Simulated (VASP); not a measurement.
# InBi3O (I4mm) in VASP: notebook

InBi3O is run at these levels: PBE; tasks: single point, relaxation of cell and atoms.

Program: VASP 6.6.1. These are calculated values, not measurements. Logs are shortened: lines on timing, memory, paths and dates and some standing lists are left out, and cuts for length are marked.

### Step 1. The cell of the first run

It takes space group I4mm (No. 107, tetragonal). Conventional cell: a = 6.142 Å, b = 6.142 Å, c = 7.498 Å, α = 90.00°, β = 90.00°, γ = 90.00°. In (site symmetry 4mm) has 1 O at 2.04 Å within 2.7 Å. Bi (site symmetry 2mm) has 2 In at 3.14 Å and 4 O at 3.25 to 4.09 Å and 6 Bi at 3.25 to 4.07 Å within 4.1 Å. Bi (site symmetry 4mm) has 1 O at 2.13 Å within 2.8 Å. Within 2.7 Å of O (site symmetry 4mm) lie 1 In at 2.04 Å and 1 Bi at 2.13 Å.

The cell was generated, and may not be a known phase.

### Step 2. Single point, PBE

Input file INCAR:

```
SYSTEM = InBi3O
ALGO     = Normal         ! electronic algorithm
EDIFF    = 1E-6           ! SCF threshold, eV
ENCUT    = 520            ! plane-wave cutoff, eV
GGA      = PE             ! functional
ISIF     = 2              ! what is computed and relaxed
ISMEAR   = 0              ! smearing method
LASPH    = .TRUE.         ! aspherical terms in the spheres
LCHARG   = .FALSE.        ! write CHGCAR
LREAL    = .FALSE.        ! projectors in reciprocal space
LWAVE    = .FALSE.        ! write WAVECAR
NBANDS   = 40             ! bands
NELM     = 60             ! most SCF steps
PREC     = Accurate       ! precision mode
SIGMA    = 0.2            ! smearing width, eV
```

Input file KPOINTS:

```
k-points
0
G
  4 4 4
  0 0 0
```

Input file POSCAR:

```
InBi3O
1.0
   -3.0707705849      3.0707705849      3.7491522032
    3.0707705849     -3.0707705849      3.7491522032
    3.0707705849      3.0707705849     -3.7491522032
In Bi O
1 3 1
Direct
    0.5210418861      0.5210418861      0.0000000000
    0.4330052355      0.9330052355      0.5000000000
    0.9330052355      0.4330052355      0.5000000000
    0.0769742532      0.0769742532      0.0000000000
    0.7925320896      0.7925320896      0.0000000000
```

Potentials or basis: VASP PAW PBE potentials, release 64 (In_d, Bi_d, O).

On the command line:

```bash
cat potpaw_PBE.64/In_d/POTCAR potpaw_PBE.64/Bi_d/POTCAR potpaw_PBE.64/O/POTCAR > POTCAR
mpirun -np 1 vasp_std > vasp.out
```

OUTCAR:

```text
SYSTEM = InBi3O
   EDIFF = 1E-6
   ENCUT = 520
   GGA = PE
   ISIF = 2
   ISMEAR = 0
   LASPH = .TRUE.
   LREAL = .FALSE.
   NELM = 60
   PREC = Accurate

 ion  position               nearest neighbor table
   1  0.521  0.521  0.000-   5 2.04   3 3.14   2 3.14   2 3.14   3 3.14   4 3.33
   2  0.433  0.933  0.500-   1 3.14   1 3.14   4 3.25   4 3.25   3 3.75   3 3.75
   3  0.933  0.433  0.500-   1 3.14   1 3.14   4 3.25   4 3.25   2 3.75   2 3.75
   4  0.077  0.077  0.000-   5 2.13   3 3.25   2 3.25   3 3.25   2 3.25   1 3.33
   5  0.793  0.793  0.000-   1 2.04   4 2.13

  LATTYP: Found a body centered tetragonal cell.
 ALAT       =     6.1415411698
 C/A-ratio  =     1.2209157602

  Lattice vectors:

 A1 = (  -3.0707705849,   3.0707705849,   3.7491522032)
 A2 = (   3.0707705849,  -3.0707705849,   3.7491522032)
 A3 = (   3.0707705849,   3.0707705849,  -3.7491522032)

Analysis of symmetry for initial positions (statically):
=====================================================================
 Subroutine PRICEL returns:
 Original cell was already a primitive cell.

 Routine SETGRP: Setting up the symmetry group for a
 body centered tetragonal supercell.

 Subroutine GETGRP returns: Found  8 space group operations
 (whereof  8 operations were pure point group operations)
 out of a pool of 16 trial point group operations.

The static configuration has the point symmetry C_4v.

Analysis of symmetry for dynamics (positions and initial velocities):
=====================================================================
 Subroutine PRICEL returns:
 Original cell was already a primitive cell.

 Routine SETGRP: Setting up the symmetry group for a
 body centered tetragonal supercell.

 Subroutine GETGRP returns: Found  8 space group operations
 (whereof  8 operations were pure point group operations)
 out of a pool of 16 trial point group operations.

The dynamic configuration has the point symmetry C_4v.

 Subroutine INISYM returns: Found  8 space group operations
 (whereof  8 operations are pure point group operations),
 and found     1 'primitive' translations

----------------------------------------------------------------------------------------

                                     Primitive cell

  volume of cell :     141.4125

  direct lattice vectors                    reciprocal lattice vectors
    -3.070770585  3.070770585  3.749152203     0.000000000  0.162825580  0.133363484
     3.070770585 -3.070770585  3.749152203     0.162825580  0.000000000  0.133363484
     3.070770585  3.070770585 -3.749152203     0.162825580  0.162825580  0.000000000

  length of vectors
     5.737194978  5.737194978  5.737194978     0.210470873  0.210470873  0.230270143

  position of ions in fractional coordinates (direct lattice)
     0.521041886  0.521041886  0.000000000
     0.433005235  0.933005235  0.500000000
     0.933005235  0.433005235  0.500000000
     0.076974253  0.076974253  0.000000000
     0.792532090  0.792532090  0.000000000

  ion indices of the primitive-cell ions
   primitive index   ion index
                 1           1
                 2           2
                 3           3
                 4           4
                 5           5

----------------------------------------------------------------------------------------

 KPOINTS: k-points

Automatic generation of k-mesh.
 Grid dimensions read from file:
 generate k-points for:    4    4    4

 Generating k-lattice:

  Cartesian coordinates                     Fractional coordinates (reciprocal lattice)
     0.000000000  0.040706395  0.033340871     0.250000000 -0.000000000  0.000000000
     0.040706395  0.000000000  0.033340871    -0.000000000  0.250000000  0.000000000
     0.040706395  0.040706395  0.000000000     0.000000000  0.000000000  0.250000000

  Length of vectors
     0.052617718  0.052617718  0.057567536

  Shift w.r.t. Gamma in fractional coordinates (k-lattice)
     0.000000000  0.000000000  0.000000000

 Subroutine IBZKPT returns following result:
 ===========================================

 Found     13 irreducible k-points:

 Following reciprocal coordinates:
            Coordinates               Weight
  0.000000  0.000000  0.000000      1.000000
  0.250000  0.000000  0.000000      8.000000
  0.500000  0.000000  0.000000      4.000000
  0.250000  0.250000  0.000000      8.000000
  0.500000  0.250000  0.000000     16.000000
 -0.250000  0.250000  0.000000      4.000000
  0.500000  0.500000  0.000000      2.000000
  0.250000  0.250000  0.250000      2.000000
 -0.250000  0.250000  0.250000      4.000000
  0.500000  0.500000  0.250000      4.000000
 -0.250000  0.500000  0.250000      8.000000
 -0.250000 -0.250000  0.250000      2.000000
  0.500000  0.500000  0.500000      1.000000
   k-points           NKPTS =     13   k-points in BZ     NKDIM =     13   number of bands    NBANDS=     40
   number of dos      NEDOS =    301   number of ions     NIONS =      5
   total plane-waves  NPLWV = 110592
   dimension x,y,z NGX =    48 NGY =   48 NGZ =   48
   dimension x,y,z NGXF=    96 NGYF=   96 NGZF=   96
   ions per type =               1   3   1
   NGX,Y,Z   is equivalent  to a cutoff of  13.91, 13.91, 13.91 a.u.
   NGXF,Y,Z  is equivalent  to a cutoff of  27.82, 27.82, 27.82 a.u.
 SYSTEM =  InBi3O
   PREC   = accura    normal or accurate (medium, high low for compatibility)
   ISTART =      0    job   : 0-new  1-cont  2-samecut
   ICHARG =      2    charge: 1-file 2-atom 10-const
   ISPIN  =      1    spin polarized calculation?
   LNONCOLLINEAR =      F non collinear calculations
   LSORBIT =      F    spin-orbit coupling
   LASPH  =      T    aspherical Exc in radial PAW
   ENCUT  =  520.0 eV  38.22 Ry    6.18 a.u.  10.67 10.67 10.67*2*pi/ulx,y,z
   NELM   =     60;   NELMIN=  2; NELMDL= -5     # of ELM steps
   EDIFF  = 0.1E-05   stopping-criterion for ELM
   LREAL  =      F    real-space projection
   EDIFFG = 0.1E-04   stopping-criterion for IOM
   NSW    =      0    number of steps for IOM
   IBRION =     -1    ionic relax: 0-MD 1-quasi-New 2-CG
   NFREE  =      0    steps in history (QN), initial steepest desc. (CG)
   ISIF   =      2    stress and relaxation
   ISYM   =      2    0-nonsym 1-usesym 2-fastsym
   POTIM  = 0.5000    time-step for ionic-motion
   TEBEG  =    0.0;   TEEND  =   0.0 temperature during run
   PSTRESS=    0.0 pullay stress
   NELECT =      64.0000    total number of electrons
   NUPDOWN=      -1.0000    fix difference up-down
   EMIN   =  10.00;   EMAX   =-10.00  energy-range for DOS
   EFERMI =   0.00;   METHOD = LEGACY
   ISMEAR =     0;   SIGMA  =   0.20  broadening in eV -4-tet -1-fermi 0-gaus
   EFERMI_NEDOS =   21; number of points for ismear=-14 and -15
   IALGO  =     38    algorithm
   IMIX   =      4    mixing-type and parameters
     AMIX     =   0.40;   BMIX     =  1.00
     AMIX_MAG =   1.60;   BMIX_MAG =  1.00
  volume/ion in A,a.u.               =      28.28       190.86
  Fermi-wavevector in a.u.,A,eV,Ry     =   1.256914  2.375223 21.494929  1.579833
  Thomas-Fermi vector in A             =   2.390599
   LORBIT       =      0    0 simple, 1 ext, 2 COOP (PROOUT), +10 PAW based schemes
   GGA     = PE    functional components
   LHFCALC =     F    Hartree Fock is set to
   AEXX    =    0.0000 exact exchange contribution
   IVDW    =     0    specifies the selected vdW correction
   LEPSILON=     F    determine dielectric tensor
   LRPA    =     F    only Hartree local field effects (RPA)
 non-spin polarized calculation
 Gauss-broadening in eV      SIGMA  =   0.20
  energy-cutoff  :      520.00
  volume of cell :      141.41
 maximum number of plane-waves:      3838
 NGX is ok and might be reduce to    48
   NGX = 21   NGY = 21   NGZ = 21

 number of electron      63.9999996 magnetization

 Free energy of the ion-electron system (eV)
  ---------------------------------------------------
  ext. energy  EPLUGINS =         0.00000000
  ---------------------------------------------------
  free energy    TOTEN  =       -19.71218642 eV

  energy without entropy =      -19.68253477  energy(sigma->0) =      -19.69736059

 E-fermi :   6.0040     XC(G=0):  -9.6962

 val. band max:        5.8737377788   @ k =   0.5000   0.0000   0.0000
 cond. band min:       6.0917691002   @ k =   0.5000   0.5000   0.2500
 fundamental gap:      0.2180313214
 Fermi energy:         6.0039518901

 k-point     1 :       0.0000    0.0000    0.0000
  band No.  band energies     occupation
      1     -17.0310      2.00000
      2     -16.9462      2.00000
      3     -16.8971      2.00000
      4     -16.8881      2.00000
      5     -16.8881      2.00000
      6     -16.6637      2.00000
[... 32 lines left out ...]
     39      11.3864      0.00000
     40      12.5583      0.00000

 k-point     2 :       0.2500    0.0000    0.0000
  band No.  band energies     occupation
      1     -17.0325      2.00000
      2     -16.9431      2.00000
      3     -16.8984      2.00000
      4     -16.8944      2.00000
      5     -16.8882      2.00000
      6     -16.6480      2.00000
[... 32 lines left out ...]
     39      11.3267      0.00000
     40      12.3982      0.00000

 k-point     3 :       0.5000    0.0000    0.0000
  band No.  band energies     occupation
      1     -17.0340      2.00000
      2     -16.9367      2.00000
      3     -16.9115      2.00000
      4     -16.8911      2.00000
      5     -16.8888      2.00000
      6     -16.6252      2.00000
[... 32 lines left out ...]
     39      11.4127      0.00000
     40      11.8485      0.00000

 k-point     4 :       0.2500    0.2500    0.0000
  band No.  band energies     occupation
      1     -17.0339      2.00000
      2     -16.9404      2.00000
      3     -16.9012      2.00000
      4     -16.8957      2.00000
      5     -16.8910      2.00000
      6     -16.6224      2.00000
[... 32 lines left out ...]
     39      11.4101      0.00000
     40      12.0302      0.00000
[... 299 lines left out ...]
     39      11.8325      0.00000
     40      12.3417      0.00000

 k-point    12 :      -0.2500   -0.2500    0.2500
  band No.  band energies     occupation
      1     -17.0290      2.00000
      2     -16.9436      2.00000
      3     -16.8958      2.00000
      4     -16.8880      2.00000
      5     -16.8880      2.00000
      6     -16.6387      2.00000
[... 32 lines left out ...]
     39      12.0610      0.00000
     40      12.0610      0.00000

 k-point    13 :       0.5000    0.5000    0.5000
  band No.  band energies     occupation
      1     -17.0307      2.00000
      2     -16.9408      2.00000
      3     -16.8945      2.00000
      4     -16.8878      2.00000
      5     -16.8878      2.00000
      6     -16.6454      2.00000
[... 32 lines left out ...]
     39      12.7731      0.00000
     40      13.2730      0.00000

------------------------ aborting loop because EDIFF is reached ----------------------------------------

  FORCE on cell =-STRESS in cart. coord.  units (eV):
  Direction    XX          YY          ZZ          XY          YZ          ZX
  --------------------------------------------------------------------------------------
  -------------------------------------------------------------------------------------
  Total        0.1112788      0.1112788      0.1270387      0.0000000     -0.0000000      0.0000000
  in kB        1.2607681      1.2607681      1.4393249      0.0000000     -0.0000000      0.0000000
  external PRESSURE =       1.3202870 kB  Pullay stress =       0.0000000 kB

 VOLUME and BASIS-vectors are now :
 -----------------------------------------------------------------------------
  energy-cutoff  :      520.00
  volume of cell :      141.41
      direct lattice vectors                 reciprocal lattice vectors
    -3.070770585  3.070770585  3.749152203     0.000000000  0.162825580  0.133363484
     3.070770585 -3.070770585  3.749152203     0.162825580  0.000000000  0.133363484
     3.070770585  3.070770585 -3.749152203     0.162825580  0.162825580  0.000000000

 POSITION                                       TOTAL-FORCE (eV/Angst)
 -----------------------------------------------------------------------------------
      0.00000      0.00000      3.90693        -0.000000     -0.000000     -0.066888
      3.07077      0.00000      3.24681         0.000000      0.000000     -0.005904
      0.00000      3.07077      3.24681         0.000000      0.000000     -0.005904
      0.00000      0.00000      0.57718        -0.000000     -0.000000      0.036224
      0.00000      0.00000      5.94265         0.000000      0.000000      0.042471
 -----------------------------------------------------------------------------------
    total drift:                               -0.000000     -0.000000     -0.000000

  FREE ENERGIE OF THE ION-ELECTRON SYSTEM (eV)
  ---------------------------------------------------
  free  energy   TOTEN  =       -19.7121864196 eV

  energy  without entropy=      -19.6825347666  energy(sigma->0) =      -19.69736059
```

Wall time 2.2 min (1 thread of Oxide Virtual Turin-like, shared host); peak memory 0.31 GiB.

Results:

* Free energy: -19.7122 eV
* Pressure: 0.1 GPa
* Largest force: 0.067 eV/Å
* Band gap on the k mesh: zero (bands 32 and 33 overlap by 1.66 eV)

Forces on the atoms (eV/Å):
```
In   0.000  0.000 -0.067
Bi   0.000  0.000 -0.006
Bi   0.000  0.000 -0.006
Bi   0.000  0.000  0.036
O    0.000  0.000  0.042
```

Levels at points of the mesh, in eV from the Fermi level:
| k point | band 29 | band 30 | band 31 | band 32 | band 33 | band 34 | band 35 | band 36 |
| --- | --- | --- | --- | --- | --- | --- | --- | --- |
| (0.00, 0.00, 0.00) | -2.29 | -1.97 | -1.10 | -1.10 | -1.08 | 0.64 | 2.55 | 2.55 |
| (0.50, 0.00, 0.00) | -2.62 | -1.49 | -0.67 | -0.55 | -0.13 | 1.32 | 2.76 | 3.57 |
| (0.50, 0.50, 0.00) | -2.43 | -1.19 | 0.23 | 0.23 | 1.15 | 1.81 | 2.04 | 2.60 |
| (0.50, 0.50, 0.50) | -1.45 | -1.45 | -0.63 | -0.38 | -0.38 | 2.29 | 2.79 | 3.95 |

Caveat: spin-orbit coupling is left out, which moves the levels of the heavy elements.

### Step 3. Relaxation of cell and atoms, PBE

This run uses another cell than the first one, of 25.08 Å³/atom.

Input file INCAR:

```
SYSTEM = InBi3O
PREC = Accurate
ENCUT = 600
EDIFF = 1E-6
ISMEAR = 0
SIGMA = 0.2
LREAL = .FALSE.
LASPH = .TRUE.
NELM = 60
ALGO = Normal
ISIF = 3
LWAVE = .FALSE.
LCHARG = .FALSE.
GGA = PE
IBRION = 2
NSW = 36
EDIFFG = -0.08
```

Input file KPOINTS:

```
Automatic mesh
0
G
  4 4 4
  0 0 0
```

Input file POSCAR:

```
InBi3O
1.0
   -2.9633309600      2.9633309600      3.5701252000
    2.9633309600     -2.9633309600      3.5701252000
    2.9633309600      2.9633309600     -3.5701252000
In Bi O
1 3 1
Direct
    0.5093159600      0.5093159600      0.0000000000
    0.4657969000      0.9657969000      0.5000000000
    0.9657969000      0.4657969000      0.5000000000
    0.0704404000      0.0704404000      0.0000000000
    0.7452085400      0.7452085400      0.0000000000
```

Potentials or basis: VASP PAW PBE potentials, release 64 (In_d, Bi_d, O).

On the command line:

```bash
cat potpaw_PBE.64/In_d/POTCAR potpaw_PBE.64/Bi_d/POTCAR potpaw_PBE.64/O/POTCAR > POTCAR
mpirun -np 1 vasp_std > vasp.out
```

Run time: 19 min. Hardware: 1 thread of Oxide Virtual Turin-like, shared host; peak memory 0.36 GiB.

The run converged. Its results:

```yaml
Free_energy: -19.7061 eV
Relaxed_volume: 28.40 Å³/atom
Relaxed_cell: a = 5.742 Å, b = 5.742 Å, c = 5.742 Å, α = 115.10°, β = 115.10°, γ = 98.72°
Space_group_after_relaxing_to_0.1_Å: I4mm (No. 107)
Energy_gained_by_relaxing: 428.5 meV/atom
Ionic_steps: 25
Pressure_after_relaxing: 0.1 GPa
Largest_force_after_relaxing: 0.060 eV/Å
Band_gap_on_the_k_mesh: zero (bands 32 and 33 overlap by 1.63 eV)
```

Forces on the atoms (eV/Å):
```
In   0.000  0.000  0.008
Bi   0.000  0.000 -0.017
Bi   0.000  0.000 -0.017
Bi   0.000  0.000 -0.035
O    0.000  0.000  0.060
```

Stress tensor (GPa, compression positive):
```
 0.12  0.00  0.00
 0.00  0.12  0.00
 0.00  0.00 -0.09
```

The path:
```tsv
step	energy change (eV)	largest force (eV/Å)	pressure (GPa)	volume (Å³)
1	0.0000	12.4585	15.28	125.40
2	-0.5542	0.8735	-2.99	173.43
3	-0.6875	0.9428	-2.92	168.98
4	-0.8057	1.0317	-2.82	165.04
5	-1.5299	1.8056	-0.76	144.40
6	-1.7950	1.0915	2.66	134.70
7	-2.0473	0.9147	-0.18	143.32
8	-2.0684	0.7970	-0.93	146.98
9	-2.0890	0.1509	0.65	144.80
10	-2.0920	0.2401	0.21	145.36
11	-2.1050	0.1416	0.13	145.58
12	-2.1093	0.3483	0.07	145.82
13	-2.1133	0.1234	-0.01	146.23
14	-2.1133	0.1294	-0.01	146.24
15	-2.1165	0.1601	-0.02	146.39
16	-2.1201	0.2403	-0.03	146.69
17	-2.1224	0.1718	-0.15	146.72
18	-2.1266	0.1494	-0.45	146.82
19	-2.1239	0.3781	-1.03	147.01
20	-2.1273	0.2290	-0.64	146.88
21	-2.1286	0.2261	-0.66	146.66
22	-2.1320	0.2179	-0.55	145.99
23	-2.1372	0.1985	-0.37	144.66
24	-2.1413	0.1542	-0.04	142.01
25	-2.1424	0.0600	0.05	141.99
```

Final structure:
```xyz
5
Lattice="-3.0810 3.0810 3.7395 3.0810 -3.0810 3.7395 3.0810 3.0810 -3.7395" Properties=species:S:1:pos:R:3 pbc="T T T"
In    0.0000    0.0000    3.8745
Bi    3.0810    0.0000    3.2630
Bi    0.0000    3.0810    3.2630
Bi    0.0000    0.0000    0.5643
O     0.0000    0.0000    5.9121
```

Levels at points of the mesh, in eV from the Fermi level:
| k point | band 29 | band 30 | band 31 | band 32 | band 33 | band 34 | band 35 | band 36 |
| --- | --- | --- | --- | --- | --- | --- | --- | --- |
| (0.00, 0.00, 0.00) | -2.31 | -1.96 | -1.09 | -1.09 | -1.07 | 0.73 | 2.59 | 2.59 |
| (0.50, 0.00, 0.00) | -2.59 | -1.45 | -0.68 | -0.53 | -0.11 | 1.29 | 2.71 | 3.62 |
| (0.50, 0.50, 0.00) | -2.41 | -1.15 | 0.21 | 0.25 | 1.14 | 1.77 | 2.07 | 2.65 |
| (0.50, 0.50, 0.50) | -1.42 | -1.42 | -0.66 | -0.43 | -0.43 | 2.30 | 2.84 | 4.00 |

Caveat: spin-orbit coupling is left out, which moves the levels of the heavy elements; the relaxation stopped at a loose force limit of 0.08 eV/Å, so its end isn't a converged minimum.

The gap in the log of VASP goes by the Fermi energy; the results here count the filled bands.